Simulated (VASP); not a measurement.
Runs of VASP 6.6.1 on W. The structure is that of space group R-3m (No. 166), or close to it. The cells are those of the table. 

| cell | further INCAR settings | gap on the mesh (eV) | pressure (GPa) |
| --- | --- | --- | --- |
| a = 3.072 Å, angles 52.2°, 1 atom | ALGO = Fast; EDIFF = 1e-07; NBANDS = 13 | none | (b) |
| a = 2.633 Å, angles 75.3°, 1 atom | ALGO = Fast; EDIFF = 1e-06; NBANDS = 13 | none | (a) |
| a = 2.577 Å, angles 82.7°, 1 atom | ALGO = Fast; EDIFF = 1e-06; NBANDS = 13 | none | 11.4 |
| a = 3.616 Å, angles 38.9°, 1 atom | ALGO = Fast; EDIFF = 1e-06; NBANDS = 13 | none | 68.8 |
| a = 3.297 Å, angles 45.7°, 1 atom | ALGO = Fast; EDIFF = 1e-06; NBANDS = 13 | none | 19.3 |
| a = 2.736 Å, angles 67.3°, 1 atom | ALGO = Fast; EDIFF = 1e-06; NBANDS = 13 | none | -9.5 |
| a = 3.947 Å, angles 33.6°, 1 atom | ALGO = Fast; EDIFF = 1e-06; NBANDS = 13 | none | 128.5 |

Alike in all rows: task single point; level PBEsol; potentials or basis VASP PAW PBE potentials, release 64 (W_sv); no spin polarisation; k mesh 22 × 22 × 22; cutoff (eV) 520; smearing gaussian 0.15 eV.

Question: Fill in the values left out.

Answer: (a) 0.0; (b) -4.7.

Caveats: the PAW data sets were made with another functional, which shifts forces and pressure a little; spin-orbit coupling is left out, which moves the levels of the heavy elements; the cell stands under pressure (at least some runs); the cell stands under tension (at least some runs).

A k mesh can miss the band edges, and the runs leave out spin-orbit coupling on W.

A gap of «none» marks levels without a gap at the run's occupations.
